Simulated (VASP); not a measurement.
Crystal: BaBe5H10.

```
Ba Be H
1.0
     4.49017   -0.00487    0.07951
    -0.00540    4.99917    0.03525
    -1.39624    0.04894    6.70529
Ba Be H
1 5 10
Direct
  0.86527 0.51874 0.59169
  0.54017 0.95648 0.28632
  0.57334 0.77516 0.99139
  0.52138 0.23533 0.03356
  0.41694 0.04732 0.71002
  0.06003 0.01963 0.02644
  0.62997 0.65724 0.25075
  0.61635 0.27795 0.22647
  0.57610 0.01161 0.49703
  0.06278 0.99192 0.25796
  0.44519 0.52365 0.98089
  0.43144 0.71270 0.73653
  0.89462 0.75072 0.03504
  0.44492 0.24676 0.75836
  0.92947 0.25950 0.02625
  0.99205 0.01527 0.59131
```

```yaml
Program: VASP 6.6.1
Task: relaxation of cell and atoms
Functional: PBE
Potentials_or_basis: VASP PAW PBE potentials, release 64 (Ba_sv, Be, H)
Cutoff: 600 eV
k_mesh: 4 × 4 × 2
Occupations: gaussian, width 0.1 eV
Spin: no spin polarisation
```

At the start: pressure 1.0 GPa; volume 9.44 Å³/atom.

**Question.** Where does the relaxation end?

**Answer.** Over 35 steps the energy falls by 283.3 meV/atom and the volume is 9.27 Å³/atom (-1.8 %); space group P1 (No. 1, to 0.05 Å).

Step by step:
```tsv
step	energy change (eV)	largest force (eV/Å)	pressure (GPa)	volume (Å³)
1	0.0000	10.0270	0.97	151.06
2	-1.7148	5.1634	-2.06	152.28
3	-2.0324	2.2573	-2.52	151.75
4	-2.0413	2.6370	-2.58	151.84
5	-3.1183	1.5502	-1.72	148.91
6	-3.5881	2.8009	1.07	145.17
7	-3.6134	1.6351	0.18	146.06
8	-4.1733	0.8628	0.42	145.33
9	-4.3019	0.7504	1.02	144.80
10	-4.3026	0.6926	0.96	144.84
11	-4.4039	0.3396	0.57	146.11
12	-4.4154	0.5444	0.45	146.70
13	-4.4720	0.2223	0.01	148.12
14	-4.4762	0.2676	-0.13	148.62
15	-4.4966	0.1774	-0.21	148.84
16	-4.5017	0.2318	-0.26	149.01
17	-4.5142	0.1236	-0.09	148.62
18	-4.5143	0.1265	-0.08	148.59
19	-4.5190	0.1030	0.05	148.30
20	-4.5193	0.0969	0.09	148.21
21	-4.5232	0.0778	0.06	148.19
22	-4.5241	0.1169	0.03	148.18
23	-4.5268	0.0534	0.00	148.25
24	-4.5269	0.0638	0.00	148.26
25	-4.5285	0.0434	0.01	148.29
26	-4.5286	0.0572	0.02	148.29
27	-4.5300	0.0336	-0.01	148.36
28	-4.5302	0.0785	-0.02	148.41
29	-4.5313	0.0326	-0.04	148.42
30	-4.5313	0.0436	-0.04	148.42
31	-4.5321	0.0277	0.00	148.32
32	-4.5322	0.0387	0.02	148.28
33	-4.5326	0.0261	0.03	148.25
34	-4.5326	0.0303	0.03	148.25
35	-4.5331	0.0211	0.00	148.31
```

Final structure:
```xyz
16
Lattice="4.4862 0.0156 0.0085 0.0172 4.9704 0.0362 -1.5062 0.0435 6.6487" Properties=species:S:1:pos:R:3 pbc="T T T"
Ba    3.1495    2.5544    4.2016
Be    1.7169    4.9636    1.9294
Be    2.4532    3.8147    0.0717
Be    2.4248    1.1815    0.0983
Be    0.6845    0.0563    4.4983
Be    0.2350    0.0054    0.2834
H     2.4304    3.7294    1.6913
H     2.4057    1.2408    1.6759
H     1.7211    4.9601    3.4284
H     0.2773    4.9508    1.7464
H     0.2332    2.5378    6.6214
H     0.9921    3.7230    5.0646
H     2.4744    3.8304    6.6249
H     0.9752    1.3801    4.9634
H     2.4358    1.2588    6.6010
H    -0.6316    0.0486    4.0467
```

Caveat: the k points lie up to 0.47 Å⁻¹ apart in the final cell.
